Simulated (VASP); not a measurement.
# Si2W (I4/mmm) in VASP: further runs, part 2 of 2

VASP 6.6.1. The steps go on from the part before.

**5. Single point, PBE (12.58 Å³/atom)**

This run uses another cell than the first one, of 12.58 Å³/atom.

Input file INCAR:

```
  PREC = Accurate
  ENCUT = 520
  EDIFF = 1E-7
  ISMEAR = 0
  SIGMA = 0.15
  LREAL = F
  LASPH = T
  NELM = 80
  ALGO = Normal
  ISIF = 2
  LWAVE = F
  LCHARG = T
  GGA = PE
  LELF = T
  LVHAR = T
  NBANDS = 18
```

Input file KPOINTS:

```
Automatic mesh
0
Gamma
  18 18 18
```

Input file POSCAR:

```
Si2W
1.0
   -1.6351974323      1.6351974323      3.5285925391
    1.6351974323     -1.6351974323      3.5285925391
    1.6351974323      1.6351974323     -3.5285925391
Si W
2 1
Direct
    0.3345726944      0.3345726944      0.0000000000
    0.6654273056      0.6654273056      0.0000000000
    0.0000000000      0.0000000000      0.0000000000
```

Command:

```
cat potpaw_PBE.64/Si/POTCAR potpaw_PBE.64/W_sv/POTCAR > POTCAR
mpirun -np 1 vasp_std > vasp.out
```

Run time: 8.6 min. Hardware: 1 thread of Intel Xeon 8259CL, shared host; peak memory 0.42 GiB.

Results (log left out):

```
Free energy            : -23.8748 eV
Pressure               : 30.4 GPa
Largest force          : 0.137 eV/Å
Band gap on the k mesh : zero (bands 11 and 12 overlap by 0.61 eV)
```

Forces on the atoms (eV/Å):
```
Si   0.000  0.000  0.137
Si   0.000  0.000 -0.137
W    0.000  0.000  0.000
```

Stress tensor (GPa, compression positive):
```
 4.60  0.00  0.00
 0.00  4.60  0.00
 0.00  0.00 82.02
```

Levels at points of the mesh, in eV from the Fermi level:
| k point | band 8 | band 9 | band 10 | band 11 | band 12 | band 13 | band 14 | band 15 |
| --- | --- | --- | --- | --- | --- | --- | --- | --- |
| (0.00, 0.00, 0.00) | -3.38 | -3.15 | -1.65 | 0.19 | 2.59 | 2.59 | 2.93 | 3.05 |
| (0.50, 0.00, 0.00) | -4.45 | -3.39 | -2.49 | -0.63 | 2.50 | 2.51 | 4.72 | 5.64 |
| (0.50, 0.50, 0.00) | -5.20 | -5.11 | -2.36 | -1.71 | 2.85 | 2.88 | 4.85 | 5.06 |
| (0.50, 0.50, 0.50) | -2.95 | -1.40 | -1.40 | -0.12 | -0.12 | 0.58 | 6.14 | 7.21 |

Caveat: the cell stands under pressure; spin-orbit coupling is left out, which moves the levels of the heavy elements.

**6. Single point, PBE (12.58 Å³/atom)**

This run uses another cell than the first one, of 12.58 Å³/atom.

Input file INCAR:

```
ALGO = Normal
EDIFF = 1E-7
ENCUT = 520
GGA = PE
ISIF = 2
ISMEAR = 0
LASPH = T
LCHARG = F
LREAL = F
LWAVE = F
NBANDS = 18
NELM = 60
PREC = Accurate
SIGMA = 0.15
```

Input file KPOINTS:

```
k-points
0
Gamma
  18 18 18
```

Input file POSCAR:

```
Si2W
1.0
   -1.5081461105      1.5081461105      4.1481558770
    1.5081461105     -1.5081461105      4.1481558770
    1.5081461105      1.5081461105     -4.1481558770
Si W
2 1
Direct
    0.3345726944      0.3345726944      0.0000000000
    0.6654273056      0.6654273056      0.0000000000
    0.0000000000      0.0000000000      0.0000000000
```

Potentials or basis: VASP PAW PBE potentials, release 64 (Si, W_sv).

Command:

```
cat potpaw_PBE.64/Si/POTCAR potpaw_PBE.64/W_sv/POTCAR > POTCAR
mpirun -np 1 vasp_std > vasp.out
```

OUTCAR:

```text
EDIFF = 1E-7
   ENCUT = 520
   GGA = PE
   ISIF = 2
   ISMEAR = 0
   LASPH = T
   LREAL = F
   NELM = 60
   PREC = Accurate

 ion  position               nearest neighbor table
   1  0.335  0.335  0.000-   3 2.54   3 2.54   3 2.54   3 2.54   2 2.55   2 2.55   2 2.55   2 2.55
                             2 2.74   3 2.78
   2  0.665  0.665  0.000-   3 2.54   3 2.54   3 2.54   3 2.54   1 2.55   1 2.55   1 2.55   1 2.55
                             1 2.74   3 2.78
   3  0.000  0.000  0.000-   2 2.54   2 2.54   2 2.54   1 2.54   2 2.54   1 2.54   1 2.54   1 2.54
[... 704 lines left out ...]
  Direction    XX          YY          ZZ          XY          YZ          ZX
  --------------------------------------------------------------------------------------
  -------------------------------------------------------------------------------------
  Total        8.8922633      8.8922633     -1.7283595      0.0000000      0.0000000      0.0000000
  in kB      377.5035142    377.5035142    -73.3740966      0.0000000      0.0000000      0.0000000
  external PRESSURE =     227.2109773 kB  Pullay stress =       0.0000000 kB

 VOLUME and BASIS-vectors are now :
 -----------------------------------------------------------------------------
  energy-cutoff  :      520.00
  volume of cell :       37.74
      direct lattice vectors                 reciprocal lattice vectors
    -1.508146111  1.508146111  4.148155877     0.000000000  0.331532864  0.120535490
     1.508146111 -1.508146111  4.148155877     0.331532864  0.000000000  0.120535490
     1.508146111  1.508146111 -4.148155877     0.331532864  0.331532864  0.000000000

 POSITION                                       TOTAL-FORCE (eV/Angst)
 -----------------------------------------------------------------------------------
      0.00000      0.00000      2.77572        -0.000000     -0.000000     -0.283920
      0.00000      0.00000      5.52059         0.000000      0.000000      0.283920
      0.00000      0.00000      0.00000         0.000000      0.000000     -0.000000
 -----------------------------------------------------------------------------------
    total drift:                               -0.000000      0.000000      0.000000

  FREE ENERGIE OF THE ION-ELECTRON SYSTEM (eV)
  ---------------------------------------------------
  free  energy   TOTEN  =       -24.1558357416 eV

  energy  without entropy=      -24.1496848805  energy(sigma->0) =      -24.15276031
```

stdout:

```text
POSCAR found type information on POSCAR SiW
 POSCAR found :  2 types and       3 ions
 scaLAPACK will be used
 LDA part: xc-table for (Slater+PW92), standard interpolation
 POSCAR, INCAR and KPOINTS ok, starting setup
 FFT: planning ... GRIDC
 FFT: planning ... GRID_SOFT
 FFT: planning ... GRID
 WAVECAR not read
 entering main loop
```

Run time: 12 min. Hardware: 1 thread of Intel Xeon 8259CL, shared host; peak memory 0.45 GiB.

What came out:

- Free energy: -24.1558 eV
- Pressure: 22.7 GPa
- Largest force: 0.284 eV/Å
- Band gap on the k mesh: zero (bands 11 and 12 overlap by 1.90 eV)

Forces in eV/Å, atoms in the order of the input:
```
Si   0.000  0.000 -0.284
Si   0.000  0.000  0.284
W    0.000  0.000  0.000
```

Levels at points of the mesh, in eV from the Fermi level:
```
           k point  band 7  band 8  band 9  band 10  band 11  band 12  band 13  band 14  band 15  band 16
(0.00, 0.00, 0.00)   -5.37   -3.98   -2.51    -2.51     1.37     2.69     3.64     3.90     4.10     4.10
(0.50, 0.00, 0.00)   -6.65   -5.37   -3.46    -2.43    -0.20     2.69     3.01     3.64     4.12     6.02
(0.50, 0.50, 0.00)   -6.29   -5.49   -5.19    -4.45    -1.72     1.84     2.46     3.03     3.98     4.05
(0.50, 0.50, 0.50)   -4.34   -3.03   -0.72    -0.72    -0.07    -0.07     1.47     2.46     5.15     5.53
```

Caveat: the cell stands under pressure; spin-orbit coupling is left out, which moves the levels of the heavy elements.

**7. Summary**

| cell | gap on the mesh (eV) | pressure (GPa) | largest force (eV/Å) |
| --- | --- | --- | --- |
| a = 4.279 Å, angles 134.4, 134.4, 66.5°, 3 atoms | none | 17.3 | 0.16 |
| a = 4.731 Å, angles 142.3, 142.3, 54.4°, 3 atoms | none | 10.7 | 0.07 |
| a = 4.798 Å, angles 144.1, 144.1, 51.6°, 3 atoms | none | 25.0 | 0.22 |
| a = 4.219 Å, angles 134.4, 134.4, 66.5°, 3 atoms | none | 30.4 | 0.14 |
| a = 4.664 Å, angles 142.3, 142.3, 54.4°, 3 atoms | none | 22.7 | 0.28 |

Alike in all rows: task single point; level PBE; potentials or basis VASP PAW PBE potentials, release 64 (Si, W_sv); no spin polarisation; k mesh 18 × 18 × 18; cutoff (eV) 520; smearing gaussian 0.15 eV.

Caveats: the cell stands under pressure; spin-orbit coupling is left out, which moves the levels of the heavy elements.

Absolute energies hang on the potentials; compare differences alone.
